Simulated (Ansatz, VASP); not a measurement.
**MgO in VASP and in Ansatz**

```
CELL_PARAMETERS angstrom
0.00000 2.10217 2.10217
2.10217 0.00000 2.10217
2.10217 2.10217 0.00000
ATOMIC_POSITIONS crystal
Mg 0.00000 0.00000 0.00000
O 0.50000 0.50000 0.50000
```

Alike in both runs: task single point; functional r2SCAN; k mesh 8 × 8 × 8; no spin polarisation.

```csv
,VASP,Ansatz
version,VASP 6.6.1,Ansatz 0.2.0
potentials or method,"VASP PAW PBE potentials, release 64 (Mg_sv, O)",plane waves
plane-wave cutoff (eV),920,500
occupations,"gaussian, width 0.01 eV",fixed
valence electrons in the cell,16,16
```

|  | VASP | Ansatz | Ansatz less VASP |
| --- | --- | --- | --- |
| gap on the k mesh at the Fermi level (eV) | 5.70 | 5.68 | -0.016 |
| pressure (GPa) | 0.5 | 0.0 | -0.48 |

VASP's potentials were made for PBE, not for r2SCAN.
